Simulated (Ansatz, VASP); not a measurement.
**One calculation of TaN, two programs**

INCAR

```
PREC = Accurate ; ENCUT = 520
EDIFF = 1E-6 ; ISMEAR = 0
SIGMA = 0.15 ; LREAL = F
LASPH = T ; NELM = 80
ALGO = Normal ; ISIF = 2
LWAVE = F ; LCHARG = F
GGA = PS ; NBANDS = 15
```

Contents of KPOINTS:

```
regular mesh
0
Gamma
  18 18 18
```

Contents of POSCAR:

```
TaN
1.0
    0.0000000000      2.0046800000      2.1790000000
    2.0046800000      0.0000000000      2.1790000000
    2.0046800000      2.0046800000      0.0000000000
Ta N
1 1
Direct
    0.5000000000      0.5000000000      0.5000000000
    0.0000000000      0.0000000000      0.0000000000
```

Input for Ansatz:

```yaml
crystal:
  lattice:
    - [0.0, 2.00468, 2.179]
    - [2.00468, 0.0, 2.179]
    - [2.00468, 2.00468, 0.0]
  atoms:
    - { symbol: Ta, position: [0.5, 0.5, 0.5] }
    - { symbol: "N", position: [0.0, 0.0, 0.0] }
basis:
  ecutwfc: 420
kpoints:
  mp_grid: { grid: [18, 18, 18] }
hamiltonian:
  xc: pbesol
scf:
  occupations: { method: gaussian, width: 0.15 }
output:
  forces: true
  stress: true
  eigenvalues: true
  write_density: true
  write_potential: true
  elf: true
  volumetric_format: npy
```

Change from the starting cell: strain -0.080 along x and y, +0.000 along z, atoms carried along.

Alike in both runs: task single point; functional PBEsol; k mesh 18 × 18 × 18; occupations gaussian, width 0.15 eV; no spin polarisation.

|  | VASP | Ansatz |
| --- | --- | --- |
| version | VASP 6.6.1 | Ansatz 0.2.0 |
| potentials or method | VASP PAW PBE potentials, release 64 (Ta_pv, N), cutoff 520 eV | scalar-relativistic, plane waves, PAW |
| valence electrons in the cell | 16 | 18 |

```tsv
	VASP	Ansatz	Ansatz less VASP
gap on the k mesh at the Fermi level (eV)	none	none	-
pressure (GPa)	106.6	103.7	-2.82
traceless stress, the component that is largest in VASP (GPa)	-65.16	-64.36	+0.803
```

VASP's potentials were made for PBE, not for PBEsol. A gap of «none» marks a metal or a gap that the smearing closes. Both programs put the cell under a high pressure, so it lies far from rest at this level. With one functional, cell and mesh, what is left measures potentials, basis and numerics. VASP's potentials hold 16 valence electrons a cell and Ansatz's 18, so a difference there can come from the potentials and not from the codes.

Neither program's run includes spin-orbit coupling. Noted on VASP's run: the cell as given lies far from equilibrium.
